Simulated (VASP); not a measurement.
# BiTe5 (P4/mmm) in VASP: further runs

BiTe5 is run at these levels: PBE; tasks: relaxation of cell and atoms, single point.

All numbers are computed with VASP 6.6.1; they aren't measurements. Logs are shortened: lines on timing, memory, paths and dates and some standing lists are left out, and cuts for length are marked.

## Step 1: The cell of the first run

Symmetry: P4/mmm, No. 123, tetragonal system. The conventional cell has a = 3.710 Å, b = 3.710 Å, c = 15.716 Å, α = 90.00°, β = 90.00°, γ = 90.00°. Within 4.9 Å of Bi (site symmetry 4/mmm) lie 4 Bi at 3.71 Å and 8 Te at 3.81 Å. Within 4.8 Å of Te (site symmetry 4mm) lie 12 Te at 3.62 to 3.71 Å. Te (site symmetry 4mm) has 8 Te at 3.62 to 3.71 Å and 4 Bi at 3.81 Å within 4.8 Å. Te (site symmetry 4/mmm) has 18 Te at 3.69 to 5.25 Å within 5.3 Å.

The cell was built from a structure type or drawn by symmetry, and may not be a known phase.

## Step 2: Relaxation of cell and atoms, PBE

INCAR

```
PREC     = Accurate       # precision mode
ENCUT    = 600            # plane-wave cutoff, eV
EDIFF    = 1E-7           # SCF threshold, eV
ISMEAR   = 0              # smearing method
SIGMA    = 0.1            # smearing width, eV
LREAL    = F              # projectors in reciprocal space
LASPH    = T              # aspherical terms in the spheres
NELM     = 100            # most SCF steps
ALGO     = Normal         # electronic algorithm
ISIF     = 3              # what is computed and relaxed
LWAVE    = F              # write WAVECAR
LCHARG   = F              # write CHGCAR
GGA      = PE             # functional
IBRION   = 2              # ionic algorithm
NSW      = 90             # ionic steps
EDIFFG   = -0.04          # ionic threshold
```

KPOINTS

```
Automatic mesh
0
Gamma
  6 6 1
```

POSCAR

```
BiTe5
1.0
    3.7101411200      0.0000000000      0.0000000000
    0.0000000000      3.7101411200      0.0000000000
    0.0000000000      0.0000000000     15.7160383300
Bi Te
1 5
Direct
    0.5000000000      0.5000000000      0.0000000000
    0.5000000000      0.5000000000      0.3344822800
    0.5000000000      0.5000000000      0.6655177200
    0.0000000000      0.0000000000      0.1759868000
    0.0000000000      0.0000000000      0.8240132000
    0.0000000000      0.0000000000      0.5000000000
```

Potentials or basis: VASP PAW PBE potentials, release 64 (Bi_d, Te).

Started as:

```bash
$ cat potpaw_PBE.64/Bi_d/POTCAR potpaw_PBE.64/Te/POTCAR > POTCAR
$ mpirun -np 1 vasp_std > vasp.out
```

OUTCAR:

```text
PREC = Accurate
   ENCUT = 600
   EDIFF = 1E-7
   ISMEAR = 0
   LREAL = F
   LASPH = T
   NELM = 100
   ISIF = 3
   GGA = PE
   IBRION = 2
   NSW = 90
   EDIFFG = -0.04

 ion  position               nearest neighbor table
   1  0.500  0.500  0.000-
   2  0.500  0.500  0.334-   4 3.62   4 3.62   4 3.62   4 3.62
   3  0.500  0.500  0.666-   5 3.62   5 3.62   5 3.62   5 3.62
   4  0.000  0.000  0.176-   2 3.62   2 3.62   2 3.62   2 3.62
   5  0.000  0.000  0.824-   3 3.62   3 3.62   3 3.62   3 3.62
   6  0.000  0.000  0.500-

  LATTYP: Found a simple tetragonal cell.
 ALAT       =     3.7101411200
 C/A-ratio  =     4.2359678033

  Lattice vectors:

 A1 = (   3.7101411200,   0.0000000000,   0.0000000000)
 A2 = (   0.0000000000,   3.7101411200,   0.0000000000)
 A3 = (   0.0000000000,   0.0000000000,  15.7160383300)

Analysis of symmetry for initial positions (statically):
=====================================================================
 Subroutine PRICEL returns:
 Original cell was already a primitive cell.

 Routine SETGRP: Setting up the symmetry group for a
 simple tetragonal supercell.

 Subroutine GETGRP returns: Found 16 space group operations
 (whereof 16 operations were pure point group operations)
 out of a pool of 16 trial point group operations.

The static configuration has the point symmetry D_4h.

Analysis of symmetry for dynamics (positions and initial velocities):
=====================================================================
 Subroutine PRICEL returns:
 Original cell was already a primitive cell.

 Routine SETGRP: Setting up the symmetry group for a
 simple tetragonal supercell.

 Subroutine GETGRP returns: Found 16 space group operations
 (whereof 16 operations were pure point group operations)
 out of a pool of 16 trial point group operations.

The dynamic configuration has the point symmetry D_4h.

 Subroutine INISYM returns: Found 16 space group operations
 (whereof 16 operations are pure point group operations),
 and found     1 'primitive' translations

----------------------------------------------------------------------------------------

                                     Primitive cell

  volume of cell :     216.3336

  direct lattice vectors                    reciprocal lattice vectors
     3.710141120  0.000000000  0.000000000     0.269531527  0.000000000  0.000000000
     0.000000000  3.710141120  0.000000000     0.000000000  0.269531527  0.000000000
     0.000000000  0.000000000 15.716038330     0.000000000  0.000000000  0.063629267

  length of vectors
     3.710141120  3.710141120 15.716038330     0.269531527  0.269531527  0.063629267

  position of ions in fractional coordinates (direct lattice)
     0.500000000  0.500000000  0.000000000
     0.500000000  0.500000000  0.334482280
     0.500000000  0.500000000  0.665517720
     0.000000000  0.000000000  0.175986800
     0.000000000  0.000000000  0.824013200
     0.000000000  0.000000000  0.500000000

  ion indices of the primitive-cell ions
   primitive index   ion index
                 1           1
                 2           2
                 3           3
                 4           4
                 5           5
                 6           6

----------------------------------------------------------------------------------------

 KPOINTS: Automatic mesh

Automatic generation of k-mesh.
 Grid dimensions read from file:
 generate k-points for:    6    6    1

 Generating k-lattice:

  Cartesian coordinates                     Fractional coordinates (reciprocal lattice)
     0.044921921  0.000000000  0.000000000     0.166666667  0.000000000  0.000000000
     0.000000000  0.044921921  0.000000000     0.000000000  0.166666667  0.000000000
     0.000000000  0.000000000  0.063629267     0.000000000  0.000000000  1.000000000

  Length of vectors
     0.044921921  0.044921921  0.063629267

  Shift w.r.t. Gamma in fractional coordinates (k-lattice)
     0.000000000  0.000000000  0.000000000

 Subroutine IBZKPT returns following result:
 ===========================================

 Found     10 irreducible k-points:

 Following reciprocal coordinates:
            Coordinates               Weight
  0.000000  0.000000  0.000000      1.000000
  0.166667  0.000000  0.000000      4.000000
  0.333333  0.000000  0.000000      4.000000
  0.500000  0.000000  0.000000      2.000000
  0.166667  0.166667  0.000000      4.000000
  0.333333  0.166667  0.000000      8.000000
  0.500000  0.166667  0.000000      4.000000
  0.333333  0.333333  0.000000      4.000000
  0.500000  0.333333  0.000000      4.000000
  0.500000  0.500000  0.000000      1.000000
   k-points           NKPTS =     10   k-points in BZ     NKDIM =     10   number of bands    NBANDS=     27
   number of dos      NEDOS =    301   number of ions     NIONS =      6
   total plane-waves  NPLWV = 113400
   dimension x,y,z NGX =    30 NGY =   30 NGZ =  126
   dimension x,y,z NGXF=    60 NGYF=   60 NGZF=  252
   ions per type =               1   5
   NGX,Y,Z   is equivalent  to a cutoff of  13.44, 13.44, 13.33 a.u.
   NGXF,Y,Z  is equivalent  to a cutoff of  26.89, 26.89, 26.66 a.u.
 SYSTEM =  unknown system
   PREC   = accura    normal or accurate (medium, high low for compatibility)
   ISTART =      0    job   : 0-new  1-cont  2-samecut
   ICHARG =      2    charge: 1-file 2-atom 10-const
   ISPIN  =      1    spin polarized calculation?
   LNONCOLLINEAR =      F non collinear calculations
   LSORBIT =      F    spin-orbit coupling
   LASPH  =      T    aspherical Exc in radial PAW
   ENCUT  =  600.0 eV  44.10 Ry    6.64 a.u.   7.41  7.41 31.39*2*pi/ulx,y,z
   NELM   =    100;   NELMIN=  2; NELMDL= -5     # of ELM steps
   EDIFF  = 0.1E-06   stopping-criterion for ELM
   LREAL  =      F    real-space projection
   EDIFFG = -.4E-01   stopping-criterion for IOM
   NSW    =     90    number of steps for IOM
   IBRION =      2    ionic relax: 0-MD 1-quasi-New 2-CG
   NFREE  =      1    steps in history (QN), initial steepest desc. (CG)
   ISIF   =      3    stress and relaxation
   ISYM   =      2    0-nonsym 1-usesym 2-fastsym
   POTIM  = 0.5000    time-step for ionic-motion
   TEBEG  =    0.0;   TEEND  =   0.0 temperature during run
   PSTRESS=    0.0 pullay stress
   NELECT =      45.0000    total number of electrons
   NUPDOWN=      -1.0000    fix difference up-down
   EMIN   =  10.00;   EMAX   =-10.00  energy-range for DOS
   EFERMI =   0.00;   METHOD = LEGACY
   ISMEAR =     0;   SIGMA  =   0.10  broadening in eV -4-tet -1-fermi 0-gaus
   EFERMI_NEDOS =   21; number of points for ismear=-14 and -15
   IALGO  =     38    algorithm
   IMIX   =      4    mixing-type and parameters
     AMIX     =   0.40;   BMIX     =  1.00
     AMIX_MAG =   1.60;   BMIX_MAG =  1.00
  volume/ion in A,a.u.               =      36.06       243.32
  Fermi-wavevector in a.u.,A,eV,Ry     =   0.969998  1.833031 12.801680  0.940897
  Thomas-Fermi vector in A             =   2.100097
   LORBIT       =      0    0 simple, 1 ext, 2 COOP (PROOUT), +10 PAW based schemes
   GGA     = PE    functional components
   LHFCALC =     F    Hartree Fock is set to
   AEXX    =    0.0000 exact exchange contribution
   IVDW    =     0    specifies the selected vdW correction
   LEPSILON=     F    determine dielectric tensor
   LRPA    =     F    only Hartree local field effects (RPA)
 conjugate gradient relaxation of ions
 non-spin polarized calculation
 Gauss-broadening in eV      SIGMA  =   0.10
  energy-cutoff  :      600.00
  volume of cell :      216.33
 maximum number of plane-waves:      7303
 NGX is ok and might be reduce to    30
   NGX = 15   NGY = 15   NGZ = 63

--------------------------------------- Ionic step        1  -------------------------------------------

 number of electron      44.9999994 magnetization

 Free energy of the ion-electron system (eV)
  ---------------------------------------------------
  ext. energy  EPLUGINS =         0.00000000
  ---------------------------------------------------
  free energy    TOTEN  =       -16.09070184 eV

  energy without entropy =      -16.03077982  energy(sigma->0) =      -16.06074083

 E-fermi :   5.2425     XC(G=0):  -9.1422

 val. band max:        5.2265447218   @ k =   0.3333   0.3333   0.0000
 cond. band min:       5.2787723887   @ k =   0.1667   0.1667   0.0000
 fundamental gap:      0.0522276669
 Fermi energy:         5.2424583698

 k-point     1 :       0.0000    0.0000    0.0000
  band No.  band energies     occupation
      1     -18.2296      2.00000
      2     -18.1909      2.00000
      3     -18.1755      2.00000
      4     -18.1755      2.00000
      5     -18.1098      2.00000
      6      -7.2049      2.00000
[... 402 lines left out ...]
  FREE ENERGIE OF THE ION-ELECTRON SYSTEM (eV)
  ---------------------------------------------------
  free  energy   TOTEN  =       -17.1791720012 eV

  energy  without entropy=      -17.1374846495  energy(sigma->0) =      -17.15832833

[... ionic steps 4 to 16 ...]

--------------------------------------- Ionic step       17  -------------------------------------------

 number of electron      45.0000013 magnetization

------------------------ aborting loop because EDIFF is reached ----------------------------------------

  FORCE on cell =-STRESS in cart. coord.  units (eV):
  Direction    XX          YY          ZZ          XY          YZ          ZX
  --------------------------------------------------------------------------------------
  -------------------------------------------------------------------------------------
  Total        0.0927466      0.0927466     -0.6590056      0.0000000      0.0000000      0.0000000
  in kB        0.8416509      0.8416509     -5.9803027      0.0000000      0.0000000      0.0000000
  external PRESSURE =      -1.4323336 kB  Pullay stress =       0.0000000 kB
[... 65 lines left out ...]
  energy  without entropy=      -18.1248695082  energy(sigma->0) =      -18.13403969

--------------------------------------- Ionic step       19  -------------------------------------------

 number of electron      45.0000011 magnetization

 Free energy of the ion-electron system (eV)
  ---------------------------------------------------
  ext. energy  EPLUGINS =         0.00000000
  ---------------------------------------------------
  free energy    TOTEN  =       -18.14596110 eV

  energy without entropy =      -18.12713493  energy(sigma->0) =      -18.13654802

 E-fermi :   7.6512     XC(G=0): -10.0205

 val. band max:        7.6502465487   @ k =   0.5000   0.3333   0.0000
 cond. band min:       7.6688823460   @ k =   0.5000   0.3333   0.0000
 fundamental gap:      0.0186357974
 Fermi energy:         7.6512188090

 k-point     1 :       0.0000    0.0000    0.0000
  band No.  band energies     occupation
      1     -15.7706      2.00000
      2     -15.7402      2.00000
      3     -15.7112      2.00000
      4     -15.7112      2.00000
      5     -15.7013      2.00000
      6      -6.1325      2.00000
[... 322 lines left out ...]
  FREE ENERGIE OF THE ION-ELECTRON SYSTEM (eV)
  ---------------------------------------------------
  free  energy   TOTEN  =       -18.1459610973 eV

  energy  without entropy=      -18.1271349347  energy(sigma->0) =      -18.13654802

 reached required accuracy - stopping structural energy minimisation
```

Run time: 35 min. Hardware: 1 thread of Intel Xeon 8259CL, shared host; peak memory 0.39 GiB.

What came out:

```yaml
Free_energy: -18.1460 eV
Relaxed_volume: 29.41 Å³/atom
Relaxed_cell: a = 3.807 Å, b = 3.807 Å, c = 12.178 Å, α = 90.00°, β = 90.00°, γ = 90.00°
Space_group_after_relaxing_to_0.1_Å: P4/mmm (No. 123)
Energy_gained_by_relaxing: 342.5 meV/atom
Ionic_steps: 19
Pressure_after_relaxing: 0.0 GPa
Largest_force_after_relaxing: 0.025 eV/Å
Band_gap_on_the_k_mesh: zero (an odd number of electrons rules out a gap without spin polarisation)
```

Forces on the atoms (eV/Å):
```
Bi   0.000  0.000  0.000
Te   0.000  0.000 -0.025
Te   0.000  0.000  0.025
Te   0.000  0.000  0.008
Te   0.000  0.000 -0.008
Te   0.000  0.000  0.000
```

The path:
```csv
step,energy change (eV),largest force (eV/Å),pressure (GPa),volume (Å³)
1,0.0000,0.0607,-6.54,216.33
2,-1.0872,0.2338,0.73,173.41
3,-1.0885,0.2255,0.36,174.59
4,-1.2779,0.3153,0.41,173.15
5,-1.8636,0.3104,2.14,167.58
6,-1.8815,0.3182,3.68,164.15
7,-1.9529,0.3057,2.14,168.05
8,-1.9612,0.2889,1.47,170.16
9,-1.9901,0.2948,0.91,171.81
10,-2.0149,0.2865,-0.41,175.73
11,-2.0154,0.2887,-0.26,175.26
12,-2.0216,0.2640,-0.17,174.99
13,-2.0344,0.1791,0.17,174.18
14,-2.0271,0.0298,0.98,172.56
15,-2.0372,0.1136,0.42,173.65
16,-2.0441,0.0805,0.22,174.54
17,-2.0518,0.0321,-0.14,176.55
18,-2.0525,0.0182,-0.27,177.30
19,-2.0553,0.0250,0.05,176.48
```

Final structure:
```
CELL_PARAMETERS angstrom
3.80682 0.00000 0.00000
0.00000 3.80682 0.00000
0.00000 0.00000 12.17771
ATOMIC_POSITIONS crystal
Bi 0.50000 0.50000 0.00000
Te 0.50000 0.50000 0.34544
Te 0.50000 0.50000 0.65456
Te 0.00000 0.00000 0.16157
Te 0.00000 0.00000 0.83843
Te 0.00000 0.00000 0.50000
```

Levels at points of the mesh, in eV from the Fermi level:
```csv
k point,band 18,band 19,band 20,band 21,band 22,band 23,band 24,band 25,band 26,band 27
"(0.00, 0.00, 0.00)",-1.58,-1.24,-1.24,-0.13,0.46,0.67,0.67,1.66,1.66,3.12
"(0.50, 0.00, 0.00)",-1.00,-0.72,-0.50,-0.26,0.00,0.18,0.20,1.32,1.73,1.92
"(0.50, 0.50, 0.00)",-2.70,-2.56,-2.46,-1.95,-1.95,-1.82,-1.07,-1.07,-0.31,0.30
```

Caveat: the k points lie up to 0.52 Å⁻¹ apart in the final cell, too coarse for converged energies and pressures of a metal; the volume moved by over 15 % at a fixed basis, so the end points are rough; spin-orbit coupling is left out, which moves the levels of the heavy elements.

## Step 3: Single point, PBE

This run uses another cell than the first one, of 29.44 Å³/atom.

INCAR

```
PREC = Accurate
ENCUT = 520
EDIFF = 1E-6
ISMEAR = 0
SIGMA = 0.1
LREAL = False
LASPH = True
NELM = 60
ALGO = Normal
ISIF = 2
LWAVE = False
LCHARG = False
GGA = PE
NBANDS = 32
```

KPOINTS

```
Automatic mesh
0
Gamma
  10 10 4
```

POSCAR

```
BiTe5
1.0
    3.9019508607      0.0000000000      0.0000000000
    0.0000000000      3.9019508607      0.0000000000
    0.0000000000      0.0000000000     11.5999295349
Bi Te
1 5
Direct
    0.5000000000      0.5000000000      0.0000000000
    0.5000000000      0.5000000000      0.3439340334
    0.5000000000      0.5000000000      0.6560659666
    0.0000000000      0.0000000000      0.1619542711
    0.0000000000      0.0000000000      0.8380457289
    0.0000000000      0.0000000000      0.5000000000
```

Potentials or basis: VASP PAW PBE potentials, release 64 (Bi_d, Te).

Started as:

```bash
$ cat potpaw_PBE.64/Bi_d/POTCAR potpaw_PBE.64/Te/POTCAR > POTCAR
$ mpirun -np 1 vasp_std > vasp.out
```

Wall time 6.9 min (1 thread of Intel Xeon 8259CL, shared host); peak memory 0.46 GiB.

Results (log left out):

```
Free energy            : -18.2705 eV
Pressure               : -0.1 GPa
Largest force          : 0.005 eV/Å
Band gap on the k mesh : zero (an odd number of electrons rules out a gap without spin polarisation)
```

Forces in eV/Å, atoms in the order of the input:
```
Bi   0.000  0.000  0.000
Te   0.000  0.000  0.002
Te   0.000  0.000 -0.002
Te   0.000  0.000  0.005
Te   0.000  0.000 -0.005
Te   0.000  0.000  0.000
```

Levels at points of the mesh, in eV from the Fermi level:
```
           k point  band 18  band 19  band 20  band 21  band 22  band 23  band 24  band 25  band 26  band 27
(0.00, 0.00, 0.00)    -1.79    -1.53    -1.53    -0.35     0.22     0.67     0.67     1.57     1.57     3.01
(0.50, 0.00, 0.00)    -0.79    -0.62    -0.51    -0.29    -0.21    -0.09    -0.06     1.11     1.19     1.56
(0.50, 0.50, 0.00)    -2.83    -2.67    -2.58    -1.92    -1.61    -1.61    -0.80    -0.80     0.07     0.72
(0.00, 0.00, 0.50)    -1.86    -1.44    -0.56    -0.56    -0.33    -0.33     1.69     2.23     2.25     2.25
(0.50, 0.00, 0.50)    -0.76    -0.61    -0.39    -0.12     0.02     0.35     0.45     0.70     0.86     1.22
(0.50, 0.50, 0.50)    -3.16    -3.16    -3.04    -3.04    -1.27    -0.87    -0.78    -0.36     0.79     0.79
```

Caveat: spin-orbit coupling is left out, which moves the levels of the heavy elements.
